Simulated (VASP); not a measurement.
Wanted: the native input for a VASP 6.6.1 run.

```
Task                   : single point
Functional             : LDA
Potentials or basis    : VASP PAW LDA potentials, release 64 (Mo_sv)
Cutoff                 : 520 eV
k mesh                 : 14 × 14 × 14
Occupations            : gaussian, width 0.01 eV
Spin                   : no spin polarisation
Dipole correction      : no
Further INCAR settings : ALGO = Normal; EDIFF = 1e-07; NBANDS = 13
```

The structure of Mo lies in POSCAR:

```
Mo
1.0
   -1.5565618036      1.5565618036      1.5565618036
    1.5565618036     -1.5565618036      1.5565618036
    1.5565618036      1.5565618036     -1.5565618036
Mo
1
Direct
    0.0000000000      0.0000000000      0.0000000000
```

One way to write it, as run:

INCAR

```
SYSTEM = Mo
PREC = Accurate
ENCUT = 520
EDIFF = 1E-7
ISMEAR = 0
SIGMA = 0.01
LREAL = .False.
LASPH = .True.
NELM = 60
ALGO = Normal
ISIF = 2
LWAVE = .False.
LCHARG = .True.
GGA = CA
LELF = .True.
LVHAR = .True.
NBANDS = 13
```

KPOINTS

```
Automatic mesh
0
Gamma
  14 14 14
  0 0 0
```

Potentials or basis: VASP PAW LDA potentials, release 64 (Mo_sv).

Launch:

```sh
$ cat potpaw_LDA.64/Mo_sv/POTCAR > POTCAR
$ mpirun -np 1 vasp_std > vasp.out
```

It gave:

```yaml
Pressure: 1.3 GPa
Band_gap_on_the_k_mesh: zero (band 7 reaches 17.25 eV, above the bottom of band 8 at 11.59 eV)
```

Run time: 26 s on 1 thread of AMD EPYC 7R13 (shared host), peak memory 0.1 GiB.
